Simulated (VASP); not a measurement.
# Bi2Te3 (R-3m) in VASP: notebook, part 2 of 2

VASP 6.6.1. Earlier steps stand in the parts before.

### Step 3. Relaxation of cell and atoms, PBEsol

This run uses another cell than the first one, of 33.55 Å³/atom.

INCAR

```
PREC     = Accurate       # precision mode
ENCUT    = 600            # plane-wave cutoff, eV
EDIFF    = 1E-7           # SCF threshold, eV
ISMEAR   = 0              # smearing method
SIGMA    = 0.03           # smearing width, eV
LREAL    = False          # projectors in reciprocal space
LASPH    = True           # aspherical terms in the spheres
NELM     = 80             # most SCF steps
ALGO     = Normal         # electronic algorithm
ISIF     = 3              # what is computed and relaxed
LWAVE    = False          # write WAVECAR
LCHARG   = False          # write CHGCAR
GGA      = PS             # functional
IBRION   = 2              # ionic algorithm
NSW      = 90             # ionic steps
EDIFFG   = -0.005         # ionic threshold
KPAR     = 4
```

KPOINTS

```
Automatic mesh
0
Gamma
  7 7 7
```

POSCAR

```
Bi2Te3                                  
1.0
    2.1913939429      1.2652018828     10.0838518278
   -2.1913939429      1.2652018828     10.0838518278
    0.0000000000     -2.5304037657     10.0838518278
  Bi              Te            
     2     3
Direct
     0.3999745826766355    0.3999745826766355    0.3999745826766355
     0.6000254173233643    0.6000254173233643    0.6000254173233643
     0.0000000000000000    0.0000000000000000    0.0000000000000000
     0.2096369416397137    0.2096369416397137    0.2096369416397137
     0.7903630583602863    0.7903630583602863    0.7903630583602863
```

Potentials or basis: VASP PAW PBE potentials, release 64 (Bi_d, Te).

Run with:

```bash
> cat potpaw_PBE.64/Bi_d/POTCAR potpaw_PBE.64/Te/POTCAR > POTCAR
> mpirun -np 4 vasp_std > vasp.out
```

OUTCAR:

```text
PREC = Accurate
   ENCUT = 600
   EDIFF = 1E-7
   ISMEAR = 0
   LREAL = False
   LASPH = True
   NELM = 80
   ISIF = 3
   GGA = PS
   IBRION = 2
   NSW = 90
   EDIFFG = -0.005

 ion  position               nearest neighbor table
   1  0.400  0.400  0.400-   5 3.06   5 3.06   5 3.06   3 3.24   3 3.24   3 3.24
   2  0.600  0.600  0.600-   4 3.06   4 3.06   4 3.06   3 3.24   3 3.24   3 3.24
   3  0.000  0.000  0.000-   2 3.24   1 3.24   2 3.24   2 3.24   1 3.24   1 3.24
   4  0.210  0.210  0.210-   2 3.06   2 3.06   2 3.06   5 3.63   5 3.63   5 3.63
   5  0.790  0.790  0.790-   1 3.06   1 3.06   1 3.06   4 3.63   4 3.63   4 3.63

  LATTYP: Found a trigonal (rhomboedric) cell.
 ALAT       =    10.3964903166
 COS(alpha) =     0.9111418223

  Lattice vectors:

 A1 = (   2.1913939429,   1.2652018828,  10.0838518278)
 A2 = (  -2.1913939429,   1.2652018828,  10.0838518278)
 A3 = (   0.0000000000,  -2.5304037657,  10.0838518278)

Analysis of symmetry for initial positions (statically):
=====================================================================
 Subroutine PRICEL returns:
 Original cell was already a primitive cell.

 Routine SETGRP: Setting up the symmetry group for a
 trigonal (rhombohedral) supercell.

 Subroutine GETGRP returns: Found 12 space group operations
 (whereof 12 operations were pure point group operations)
 out of a pool of 12 trial point group operations.

The static configuration has the point symmetry D_3d.

Analysis of symmetry for dynamics (positions and initial velocities):
=====================================================================
 Subroutine PRICEL returns:
 Original cell was already a primitive cell.

 Routine SETGRP: Setting up the symmetry group for a
 trigonal (rhombohedral) supercell.

 Subroutine GETGRP returns: Found 12 space group operations
 (whereof 12 operations were pure point group operations)
 out of a pool of 12 trial point group operations.

The dynamic configuration has the point symmetry D_3d.

[... 127 lines left out ...]
  Thomas-Fermi vector in A             =   2.214735
   LORBIT       =      0    0 simple, 1 ext, 2 COOP (PROOUT), +10 PAW based schemes
   GGA     = PS    functional components
   LHFCALC =     F    Hartree Fock is set to
   AEXX    =    0.0000 exact exchange contribution
   IVDW    =     0    specifies the selected vdW correction
   LEPSILON=     F    determine dielectric tensor
   LRPA    =     F    only Hartree local field effects (RPA)
 conjugate gradient relaxation of ions
 non-spin polarized calculation
 Gauss-broadening in eV      SIGMA  =   0.03
  energy-cutoff  :      600.00
  volume of cell :      167.75
 maximum number of plane-waves:      5627
   NGX = 41   NGY = 41   NGZ = 41

 number of electron      47.9999998 magnetization

 Free energy of the ion-electron system (eV)
  ---------------------------------------------------
  ext. energy  EPLUGINS =         0.00000000
  ---------------------------------------------------
  free energy    TOTEN  =       -20.29725411 eV

  energy without entropy =      -20.29725410  energy(sigma->0) =      -20.29725411

 E-fermi :   6.2778     XC(G=0):  -9.5328

 val. band max:        6.1785497955   @ k =   0.0000   0.0000   0.0000
 cond. band min:       6.3770667458   @ k =   0.0000   0.0000   0.0000
 fundamental gap:      0.1985169503
 Fermi energy:         6.2778207542

 k-point     1 :       0.0000    0.0000    0.0000
  band No.  band energies     occupation
      1     -16.9371      2.00000
      2     -16.9371      2.00000
      3     -16.9354      2.00000
      4     -16.9354      2.00000
      5     -16.9272      2.00000
      6     -16.9257      2.00000
[... 733 lines left out ...]
     27       8.0191      0.00000
     28       8.4952      0.00000

 [... further k-points ...]

------------------------ aborting loop because EDIFF is reached ----------------------------------------

  FORCE on cell =-STRESS in cart. coord.  units (eV):
  Direction    XX          YY          ZZ          XY          YZ          ZX
  --------------------------------------------------------------------------------------
  -------------------------------------------------------------------------------------
  Total       -0.0026404     -0.0026404     -0.0006454      0.0000000      0.0000000      0.0000000
  in kB       -0.0252190     -0.0252190     -0.0061643      0.0000000      0.0000000      0.0000000
  external PRESSURE =      -0.0188674 kB  Pullay stress =       0.0000000 kB

 VOLUME and BASIS-vectors are now :
 -----------------------------------------------------------------------------
  energy-cutoff  :      600.00
  volume of cell :      167.75
      direct lattice vectors                 reciprocal lattice vectors
     2.191393943  1.265201883 10.083851828     0.228165274  0.131731283  0.033056151
    -2.191393943  1.265201883 10.083851828    -0.228165274  0.131731283  0.033056151
     0.000000000 -2.530403766 10.083851828     0.000000000 -0.263462565  0.033056151

 POSITION                                       TOTAL-FORCE (eV/Angst)
 -----------------------------------------------------------------------------------
      0.00000     -0.00000     12.09985         0.000000      0.000000     -0.003120
      0.00000     -0.00000     18.15170         0.000000     -0.000000      0.003120
      0.00000      0.00000      0.00000        -0.000000      0.000000     -0.000000
      0.00000     -0.00000      6.34184         0.000000     -0.000000      0.000558
      0.00000     -0.00000     23.90971         0.000000      0.000000     -0.000558
 -----------------------------------------------------------------------------------
    total drift:                               -0.000000      0.000000      0.000000

  FREE ENERGIE OF THE ION-ELECTRON SYSTEM (eV)
  ---------------------------------------------------
  free  energy   TOTEN  =       -20.2972541063 eV

  energy  without entropy=      -20.2972541046  energy(sigma->0) =      -20.29725411

 reached required accuracy - stopping structural energy minimisation
```

OSZICAR:

```text
N       E                     dE             d eps       ncg     rms          rms(c)
DAV:   1     0.461612268812E+03    0.46161E+03   -0.23694E+04  2464   0.185E+03
DAV:   2     0.336414049170E+02   -0.42797E+03   -0.41782E+03  2560   0.442E+02
DAV:   3    -0.179772409622E+02   -0.51619E+02   -0.49274E+02  3192   0.159E+02
DAV:   4    -0.204340715763E+02   -0.24568E+01   -0.24212E+01  2808   0.333E+01
DAV:   5    -0.205624416725E+02   -0.12837E+00   -0.12810E+00  3764   0.796E+00    0.803E+00
DAV:   6    -0.202978439477E+02    0.26460E+00   -0.63607E-01  2824   0.528E+00    0.601E+00
DAV:   7    -0.202998947871E+02   -0.20508E-02   -0.28699E-01  3184   0.244E+00    0.946E-01
DAV:   8    -0.202976212190E+02    0.22736E-02   -0.30722E-02  2792   0.115E+00    0.585E-01
DAV:   9    -0.202971085237E+02    0.51270E-03   -0.69073E-03  2996   0.462E-01    0.322E-01
DAV:  10    -0.202972429381E+02   -0.13441E-03   -0.92948E-04  2768   0.177E-01    0.103E-01
DAV:  11    -0.202972516815E+02   -0.87434E-05   -0.12026E-04  3004   0.772E-02    0.345E-02
DAV:  12    -0.202972563304E+02   -0.46489E-05   -0.41292E-05  3736   0.278E-02    0.301E-02
DAV:  13    -0.202972544893E+02    0.18411E-05   -0.36220E-06  2756   0.937E-03    0.553E-03
DAV:  14    -0.202972541421E+02    0.34726E-06   -0.24213E-06  2764   0.735E-03    0.221E-03
DAV:  15    -0.202972541063E+02    0.35767E-07   -0.41722E-07  2336   0.301E-03
   1 F= -.20297254E+02 E0= -.20297254E+02  d E =-.202973E+02
```

Wall time 5.2 min (4 MPI ranks of AMD EPYC 9R45 (Zen 5), shared host); peak memory 1.2 GiB.

Results:

| Property | Result |
| --- | --- |
| Free energy | -20.2973 eV |
| Pressure after relaxing | 0.0 GPa |
| Largest force after relaxing | 0.003 eV/Å |
| Band gap on the k mesh | 0.20 eV |

Forces on the atoms (eV/Å):
```
Bi   0.000  0.000 -0.003
Bi   0.000  0.000  0.003
Te   0.000  0.000  0.000
Te   0.000  0.000  0.001
Te   0.000  0.000 -0.001
```

Final structure:
```cif
data_structure
_symmetry_space_group_name_H-M 'P 1'
_symmetry_Int_Tables_number 1
_cell_length_a 10.3965
_cell_length_b 10.3965
_cell_length_c 10.3965
_cell_angle_alpha 24.336
_cell_angle_beta 24.336
_cell_angle_gamma 24.336
_cell_volume 167.75
loop_
_atom_site_label
_atom_site_type_symbol
_atom_site_fract_x
_atom_site_fract_y
_atom_site_fract_z
_atom_site_occupancy
Bi1 Bi 0.39997 0.39997 0.39997 1
Bi2 Bi 0.60003 0.60003 0.60003 1
Te1 Te 0.00000 0.00000 0.00000 1
Te2 Te 0.20964 0.20964 0.20964 1
Te3 Te 0.79036 0.79036 0.79036 1
```

Levels at points of the mesh, in eV from the valence-band top:
| k point | band 21 | band 22 | band 23 | band 24 | band 25 | band 26 | band 27 | band 28 |
| --- | --- | --- | --- | --- | --- | --- | --- | --- |
| (0.00, 0.00, 0.00) | -1.75 | -0.89 | -0.89 | 0.00 | 0.20 | 0.61 | 0.61 | 1.91 |

Caveat: the relaxation stopped at its first step, so nothing moved; the PAW data sets were made with another functional, which shifts forces and pressure a little; spin-orbit coupling is left out, which moves the levels of the heavy elements; an odd mesh through Γ misses points on the zone boundary, where band edges can lie.

### Step 4. Relaxation of cell and atoms, PBEsol

INCAR

```
ALGO     = Normal         # electronic algorithm
EDIFF    = 1E-6           # SCF threshold, eV
EDIFFG   = -0.01          # ionic threshold
ENCUT    = 600            # plane-wave cutoff, eV
GGA      = PS             # functional
IBRION   = 2              # ionic algorithm
ISIF     = 3              # what is computed and relaxed
ISMEAR   = 0              # smearing method
LASPH    = True           # aspherical terms in the spheres
LCHARG   = False          # write CHGCAR
LREAL    = False          # projectors in reciprocal space
LWAVE    = False          # write WAVECAR
NELM     = 80             # most SCF steps
NSW      = 90             # ionic steps
PREC     = Accurate       # precision mode
SIGMA    = 0.03           # smearing width, eV
```

KPOINTS

```
k-points
0
Gamma
  7 7 7
```

POSCAR

```
Bi2Te3
1.0
    2.1930000000      1.2661291403     10.1656666667
   -2.1930000000      1.2661291403     10.1656666667
    0.0000000000     -2.5322582807     10.1656666667
Bi Te
2 3
Direct
    0.4000000000      0.4000000000      0.4000000000
    0.6000000000      0.6000000000      0.6000000000
    0.0000000000      0.0000000000      0.0000000000
    0.2095000000      0.2095000000      0.2095000000
    0.7905000000      0.7905000000      0.7905000000
```

Run with:

```bash
> cat potpaw_PBE.64/Bi_d/POTCAR potpaw_PBE.64/Te/POTCAR > POTCAR
> mpirun -np 1 vasp_std > vasp.out
```

Run time: 89 min. Hardware: 1 thread of Intel Xeon Platinum 8488C (Sapphire Rapids), shared host; peak memory 1.2 GiB.

The run converged. Its results:

```yaml
Free_energy: -20.2974 eV
Relaxed_volume: 33.55 Å³/atom
Relaxed_cell: a = 10.396 Å, b = 10.396 Å, c = 10.396 Å, α = 24.34°, β = 24.34°, γ = 24.34°
Space_group_after_relaxing_to_0.1_Å: R-3m (No. 166)
Energy_gained_by_relaxing: 0.8 meV/atom
Ionic_steps: 5
Pressure_after_relaxing: 0.0 GPa
Band_gap_on_the_k_mesh: 0.20 eV
```

Forces in eV/Å, atoms in the order of the input:
```
Bi   0.000  0.000 -0.003
Bi   0.000  0.000  0.003
Te   0.000  0.000  0.000
Te   0.000  0.000  0.001
Te   0.000  0.000 -0.001
```

The path:
```
step  energy change (eV)  largest force (eV/Å)  pressure (GPa)  volume (Å³)
   1              0.0000                0.0965           -0.56       169.36
   2             -0.0020                0.0535            0.43       166.46
   3             -0.0036                0.0134            0.02       167.61
   4             -0.0038                0.0104            0.02       167.65
   5             -0.0040                0.0028            0.00       167.75
```

Final structure:
```yaml
crystal:
  lattice:
    - [2.19139, 1.26520, 10.08385]
    - [-2.19139, 1.26520, 10.08385]
    - [0.00000, -2.53040, 10.08385]
  atoms:
    - { symbol: Bi, position: [0.39997, 0.39997, 0.39997] }
    - { symbol: Bi, position: [0.60003, 0.60003, 0.60003] }
    - { symbol: Te, position: [0.00000, 0.00000, 0.00000] }
    - { symbol: Te, position: [0.20964, 0.20964, 0.20964] }
    - { symbol: Te, position: [0.79036, 0.79036, 0.79036] }
```

Levels at points of the mesh, in eV from the valence-band top:
```tsv
k point	band 22	band 23	band 24	band 25	band 26	band 27
(0.00, 0.00, 0.00)	-0.89	-0.89	0.00	0.20	0.61	0.61
```

Caveat: the PAW data sets were made with another functional, which shifts forces and pressure a little; spin-orbit coupling is left out, which moves the levels of the heavy elements; an odd mesh through Γ misses points on the zone boundary, where band edges can lie.
